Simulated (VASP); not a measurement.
# RbH2 (P4_2/mnm) in VASP: a series of runs

The runs below take RbH2 through relaxation of cell and atoms, single point, with PBE.

All numbers are computed with VASP 6.6.1; they aren't measurements. Logs are shortened: lines on timing, memory, paths and dates and some standing lists are left out, and cuts for length are marked.

## (1) The cell of the first run

The structure is tetragonal, space group P4_2/mnm (No. 136). Conventional cell: a = 4.584 Å, b = 4.584 Å, c = 4.770 Å, α = 90.00°, β = 90.00°, γ = 90.00°. Within 3.2 Å of Rb (site symmetry mmm) lie 6 H at 2.43 to 2.79 Å. Within 1.2 Å of H (site symmetry m2m) lie 1 H at 0.91 Å.

## (2) Relaxation of cell and atoms, PBE

File INCAR:

```
PREC = Accurate
ENCUT = 600
EDIFF = 1E-7
ISMEAR = 0
SIGMA = 0.1
LREAL = F
LASPH = T
NELM = 100
ALGO = Normal
ISIF = 3
LWAVE = F
LCHARG = F
GGA = PE
IBRION = 2
NSW = 90
EDIFFG = -0.04
```

File KPOINTS:

```
Automatic mesh
0
Gamma
  4 4 4
```

File POSCAR:

```
RbH2
1.0
    4.5839866600      0.0000000000      0.0000000000
    0.0000000000      4.5839866600      0.0000000000
    0.0000000000      0.0000000000      4.7703265400
Rb H
2 4
Direct
    0.0000000000      0.0000000000      0.0000000000
    0.5000000000      0.5000000000      0.5000000000
    0.4298980200      0.5701019800      0.0000000000
    0.5701019800      0.4298980200      0.0000000000
    0.9298980200      0.9298980200      0.5000000000
    0.0701019800      0.0701019800      0.5000000000
```

Potentials or basis: VASP PAW PBE potentials, release 64 (Rb_sv, H).

On the command line:

```console
$ cat potpaw_PBE.64/Rb_sv/POTCAR potpaw_PBE.64/H/POTCAR > POTCAR
$ mpirun -np 1 vasp_std > vasp.out
```

OUTCAR:

```text
PREC = Accurate
   ENCUT = 600
   EDIFF = 1E-7
   ISMEAR = 0
   LREAL = F
   LASPH = T
   NELM = 100
   ISIF = 3
   GGA = PE
   IBRION = 2
   NSW = 90
   EDIFFG = -0.04

 ion  position               nearest neighbor table
   1  0.000  0.000  0.000-   5 2.43   6 2.43   5 2.43   6 2.43   3 2.79   4 2.79   4 3.27   3 3.27
                             4 3.27   3 3.27   2 4.02   2 4.02   2 4.02   2 4.02   2 4.02   2 4.02
   2  0.500  0.500  0.500-   3 2.43   4 2.43   3 2.43   4 2.43   5 2.79   6 2.79   6 3.27   6 3.27
                             5 3.27   5 3.27   1 4.02   1 4.02   1 4.02   1 4.02   1 4.02   1 4.02
   3  0.430  0.570  0.000-   2 2.43   2 2.43   1 2.79   1 3.27   1 3.27
   4  0.570  0.430  0.000-   2 2.43   2 2.43   1 2.79   1 3.27   1 3.27
   5  0.930  0.930  0.500-   1 2.43   1 2.43   2 2.79   2 3.27   2 3.27
   6  0.070  0.070  0.500-   1 2.43   1 2.43   2 2.79   2 3.27   2 3.27

  LATTYP: Found a simple tetragonal cell.
 ALAT       =     4.5839866600
 C/A-ratio  =     1.0406501794

  Lattice vectors:

 A1 = (   4.5839866600,   0.0000000000,   0.0000000000)
 A2 = (   0.0000000000,   4.5839866600,   0.0000000000)
 A3 = (   0.0000000000,   0.0000000000,   4.7703265400)

Analysis of symmetry for initial positions (statically):
=====================================================================
 Subroutine PRICEL returns:
 Original cell was already a primitive cell.

 Routine SETGRP: Setting up the symmetry group for a
 simple tetragonal supercell.

 Subroutine GETGRP returns: Found 16 space group operations
 (whereof  8 operations were pure point group operations)
 out of a pool of 16 trial point group operations.

The static configuration has the point symmetry D_2h.
 The point group associated with its full space group is D_4h.

Analysis of symmetry for dynamics (positions and initial velocities):
=====================================================================
 Subroutine PRICEL returns:
 Original cell was already a primitive cell.

 Routine SETGRP: Setting up the symmetry group for a
 simple tetragonal supercell.

 Subroutine GETGRP returns: Found 16 space group operations
 (whereof  8 operations were pure point group operations)
 out of a pool of 16 trial point group operations.

The dynamic configuration has the point symmetry D_2h.
 The point group associated with its full space group is D_4h.

 Subroutine INISYM returns: Found 16 space group operations
 (whereof  8 operations are pure point group operations),
 and found     1 'primitive' translations

----------------------------------------------------------------------------------------

                                     Primitive cell

  volume of cell :     100.2386

  direct lattice vectors                    reciprocal lattice vectors
[... 129 lines left out ...]

 number of electron      21.9999998 magnetization

 Free energy of the ion-electron system (eV)
  ---------------------------------------------------
  ext. energy  EPLUGINS =         0.00000000
  ---------------------------------------------------
  free energy    TOTEN  =       -13.08678172 eV

  energy without entropy =      -13.06965413  energy(sigma->0) =      -13.07821792

------------------------ aborting loop because EDIFF is reached ----------------------------------------

  FORCE on cell =-STRESS in cart. coord.  units (eV):
  Direction    XX          YY          ZZ          XY          YZ          ZX
  --------------------------------------------------------------------------------------
  -------------------------------------------------------------------------------------
  Total        1.5362636      1.5362636      9.3146424     -0.0000000      0.0000000      0.0000000
  in kB       24.5550898     24.5550898    148.8819228     -0.0000000      0.0000000      0.0000000
  external PRESSURE =      65.9973675 kB  Pullay stress =       0.0000000 kB
[... 101 lines left out ...]
  FREE ENERGIE OF THE ION-ELECTRON SYSTEM (eV)
  ---------------------------------------------------
  free  energy   TOTEN  =       -14.1006223537 eV

  energy  without entropy=      -14.0765103199  energy(sigma->0) =      -14.08856634

 E-fermi :   0.0801     XC(G=0):  -5.6063

 val. band max:       -0.0526345798   @ k =   0.0000   0.0000   0.5000
 cond. band min:       0.1082790919   @ k =   0.5000   0.2500   0.5000
 fundamental gap:      0.1609136718
 Fermi energy:         0.0800715677

 k-point     1 :       0.0000    0.0000    0.0000
  band No.  band energies     occupation
      1     -28.9186      2.00000
      2     -28.9157      2.00000
      3     -13.0385      2.00000
      4     -13.0007      2.00000
      5     -13.0007      2.00000
      6     -12.9853      2.00000
      7     -12.9732      2.00000
      8     -12.9732      2.00000
      9      -8.2851      2.00000
     10      -8.1800      2.00000
     11      -0.4936      2.00000
     12       1.2637      0.00000
     13       1.5762      0.00000
     14       2.3705      0.00000
[... 293 lines left out ...]
      2     -28.9164      2.00000
      3     -13.0142      2.00000
      4     -13.0142      2.00000
      5     -13.0059      2.00000
      6     -13.0059      2.00000
      7     -13.0059      2.00000
      8     -13.0059      2.00000
      9      -8.1597      2.00000
     10      -8.1597      2.00000
     11       0.6596      0.00000
     12       0.6596      0.00000
     13       1.0952      0.00000
     14       1.0952      0.00000
     15       1.8022      0.00000

[... ionic steps 4 to 18 ...]

--------------------------------------- Ionic step       19  -------------------------------------------

 number of electron      22.0000006 magnetization

------------------------ aborting loop because EDIFF is reached ----------------------------------------
[... 75 lines left out ...]
--------------------------------------- Ionic step       21  -------------------------------------------

 number of electron      22.0000005 magnetization

 Free energy of the ion-electron system (eV)
  ---------------------------------------------------
  ext. energy  EPLUGINS =         0.00000000
  ---------------------------------------------------
  free energy    TOTEN  =       -14.62741832 eV

  energy without entropy =      -14.60098589  energy(sigma->0) =      -14.61420210

 E-fermi :  -0.0401     XC(G=0):  -5.4978

 val. band max:       -0.1123583522   @ k =   0.0000   0.0000   0.5000
 cond. band min:      -0.0018997912   @ k =   0.5000   0.2500   0.0000
 fundamental gap:      0.1104585610
 Fermi energy:        -0.0400914053

 k-point     1 :       0.0000    0.0000    0.0000
  band No.  band energies     occupation
      1     -29.0445      2.00000
      2     -29.0418      2.00000
      3     -13.1637      2.00000
      4     -13.1277      2.00000
      5     -13.1277      2.00000
      6     -13.1209      2.00000
      7     -13.0975      2.00000
      8     -13.0975      2.00000
      9      -8.4649      2.00000
     10      -8.3676      2.00000
     11      -0.6516      2.00000
     12       1.3369      0.00000
     13       1.6072      0.00000
     14       1.9724      0.00000
[... 338 lines left out ...]
  FREE ENERGIE OF THE ION-ELECTRON SYSTEM (eV)
  ---------------------------------------------------
  free  energy   TOTEN  =       -14.6274183192 eV

  energy  without entropy=      -14.6009858893  energy(sigma->0) =      -14.61420210

 reached required accuracy - stopping structural energy minimisation
```

CONTCAR:

```text
RbH2
   1.00000000000000
     5.7865339412062644    0.0000000000000000    0.0000000000000000
    -0.0000000000000000    5.7865339412062644    0.0000000000000000
     0.0000000000000000    0.0000000000000000    6.6334928605011214
  Rb              H
     2     4
Direct
     0.0000000000000000    0.0000000000000000    0.0000000000000000
     0.5000000000000000    0.5000000000000000    0.5000000000000000
     0.4534894410393461    0.5465105589606537    0.0000000000000000
     0.5465105589606537    0.4534894410393461    0.0000000000000000
     0.9534894410393463    0.9534894410393462    0.5000000000000000
     0.0465105589606538    0.0465105589606538    0.5000000000000000

  0.00000000E+00  0.00000000E+00  0.00000000E+00
  0.00000000E+00  0.00000000E+00  0.00000000E+00
  0.00000000E+00  0.00000000E+00  0.00000000E+00
  0.00000000E+00  0.00000000E+00  0.00000000E+00
  0.00000000E+00  0.00000000E+00  0.00000000E+00
  0.00000000E+00  0.00000000E+00  0.00000000E+00
```

Run time: 5.5 min. Hardware: 1 thread of AMD EPYC 9R45 (Zen 5), shared host; peak memory 0.22 GiB.

What came out:

* Free energy: -14.6274 eV
* Relaxed volume: 37.02 Å³/atom
* Relaxed cell: a = 5.787 Å, b = 5.787 Å, c = 6.633 Å, α = 90.00°, β = 90.00°, γ = 90.00°
* Space group after relaxing (to 0.05 Å): P4_2/mnm (No. 136)
* Energy gained by relaxing: 256.8 meV/atom
* Ionic steps: 21
* Pressure after relaxing: -0.1 GPa
* Largest force after relaxing: 0.017 eV/Å
* Band gap on the k mesh: zero (band 11 reaches 0.49 eV, above the bottom of band 12 at -0.31 eV)

Forces on the atoms (eV/Å):
```
Rb   0.000  0.000  0.000
Rb   0.000  0.000  0.000
H   -0.012  0.012  0.000
H    0.012 -0.012  0.000
H   -0.012 -0.012  0.000
H    0.012  0.012  0.000
```

Step by step:
```
step  energy change (eV)  largest force (eV/Å)  pressure (GPa)  volume (Å³)
   1              0.0000                0.6239            6.60       100.24
   2             -0.6092                0.4013            4.06       110.42
   3             -1.0138                0.2739            2.92       125.13
   4             -0.7164                5.5842            3.97       156.93
   5             -1.0898                1.2248            3.03       134.26
   6             -1.0740                1.6977           -0.58       156.74
   7             -1.2299                0.6020            1.03       143.96
   8             -1.3321                0.6452            0.69       156.28
   9             -1.5097                0.0906            0.17       197.36
  10             -1.5153                0.1885            0.11       209.35
  11             -1.5157                0.1305            0.12       206.96
  12             -1.5025                0.6862           -0.34       214.67
  13             -1.5176                0.1009           -0.01       208.93
  14             -1.5233                0.0626           -0.04       212.69
  15             -1.5296                0.0637           -0.11       222.64
  16             -1.5282                0.3913           -0.31       224.12
  17             -1.5310                0.1330           -0.19       223.27
  18             -1.5332                0.1161           -0.18       223.16
  19             -1.5380                0.0625           -0.16       222.78
  20             -1.5402                0.0591           -0.09       221.70
  21             -1.5406                0.0172           -0.11       222.12
```

Final structure:
```
Rb H
1.0
     5.78653    0.00000    0.00000
     0.00000    5.78653    0.00000
     0.00000    0.00000    6.63349
Rb H
2 4
Direct
  0.00000 0.00000 0.00000
  0.50000 0.50000 0.50000
  0.45349 0.54651 0.00000
  0.54651 0.45349 0.00000
  0.95349 0.95349 0.50000
  0.04651 0.04651 0.50000
```

Levels at points of the mesh, in eV from the Fermi level:
```tsv
k point	band 9	band 10	band 11	band 12	band 13	band 14
(0.00, 0.00, 0.00)	-8.42	-8.33	-0.61	1.38	1.65	2.01
(0.50, 0.00, 0.00)	-8.35	-8.35	-0.16	-0.16	2.04	2.04
(0.50, 0.50, 0.00)	-8.35	-8.35	0.26	0.26	1.89	2.02
(0.00, 0.00, 0.50)	-8.31	-8.31	-0.07	-0.07	1.89	1.89
(0.50, 0.00, 0.50)	-8.29	-8.29	-0.27	-0.27	1.73	1.73
(0.50, 0.50, 0.50)	-8.29	-8.29	0.53	0.53	0.96	0.96
```

Caveat: the volume moved by over 15 % at a fixed basis, so the end points are rough.

(Continued in part 2 of 2.)
